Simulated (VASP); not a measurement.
Write the native input for VASP 6.6.1 that does the following.

* Task: relaxation of cell and atoms
* Functional: PBE
* Potentials or basis: VASP PAW PBE potentials, release 64 (C)
* Cutoff: 600 eV
* k mesh: 25 × 25 × 13
* Occupations: gaussian, width 0.05 eV
* Spin: no spin polarisation
* Dipole correction: no
* Further INCAR settings: ALGO = Normal; EDIFF = 1e-07; IBRION = 2; EDIFFG = -0.02; NSW = 50; ISIF = 3

The structure of C lies in POSCAR:

```
C
1.0
    2.1200000000      0.0000000000      0.0000000000
   -1.0600000000      1.8359738560      0.0000000000
    0.0000000000      0.0000000000      3.4619600000
C
2
Direct
    0.3333333333      0.6666666667      0.2500000000
    0.6666666667      0.3333333333      0.7500000000
```

One way to write it, as run:

INCAR

```
SYSTEM = C
ALGO = Normal
EDIFF = 1E-7
EDIFFG = -0.02
ENCUT = 600
GGA = PE
GGA_COMPAT = .False.
IBRION = 2
ISIF = 3
ISMEAR = 0
LASPH = .True.
LCHARG = .False.
LREAL = .False.
LWAVE = .False.
NELM = 120
NELMIN = 4
NSW = 50
PREC = Accurate
SIGMA = 0.05
```

KPOINTS

```
k-points
0
Gamma
  25 25 13
  0 0 0
```

Potentials or basis: VASP PAW PBE potentials, release 64 (C).

Run with:

```bash
$ cat potpaw_PBE.64/C/POTCAR > POTCAR
$ mpirun -np 1 vasp_std > vasp.out
```

It gave:

The relaxed volume is 6.83 Å³/atom, the relaxed cell is a = 1.715 Å, b = 1.715 Å, c = 5.362 Å, α = 90.00°, β = 90.00°, γ = 120.00° and the space group after relaxing (to 0.1 Å) is P6_3/mmc (No. 194). The energy gained by relaxing is 375.9 meV/atom and the ionic steps are 27. The pressure after relaxing is -0.2 GPa. The band gap on the k mesh is zero (bands 4 and 5 overlap by 3.46 eV).

Caveat: a cell axis changed by over 15 % at a fixed basis, so the end point is rough.

Wall time 20 min on 1 thread of Intel Xeon 8259CL, on a shared host, peak memory 0.13 GiB.
